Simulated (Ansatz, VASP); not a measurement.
# One calculation of InP, two programs

```
CELL_PARAMETERS angstrom
7.27733 0.00000 0.00000
0.00000 7.27733 0.00000
0.00000 0.00000 4.21543
ATOMIC_POSITIONS crystal
In 0.67811 0.67811 0.00000
In 0.82189 0.17811 0.50000
In 0.32189 0.32189 0.00000
In 0.17811 0.82189 0.50000
P 0.81948 0.81948 0.50000
P 0.68052 0.31948 0.00000
P 0.18052 0.18052 0.50000
P 0.31948 0.68052 0.00000
```

Alike in both runs: functional PBE; k mesh 6 × 6 × 8; occupations gaussian, width 0.02 eV; no spin polarisation.

Ansatz relaxed the structure, and its values are those at the end. VASP's run is a single point on that final structure, the one shown.

```csv
,VASP,Ansatz
version,VASP 6.6.1,Ansatz 0.2.0
potentials or method,"VASP PAW PBE potentials, release 64 (In_d, P), cutoff 520 eV","scalar-relativistic, plane waves, PAW"
valence electrons in the cell,72,72
```

|  | VASP | Ansatz | Ansatz less VASP |
| --- | --- | --- | --- |
| gap on the k mesh at the Fermi level (eV) | 0.57 | 0.57 | +0.003 |
| least direct gap on the mesh (eV) | 0.57 | 0.57 | +0.003 |
| pressure (GPa) | 0.0 | 0.0 | +0.03 |
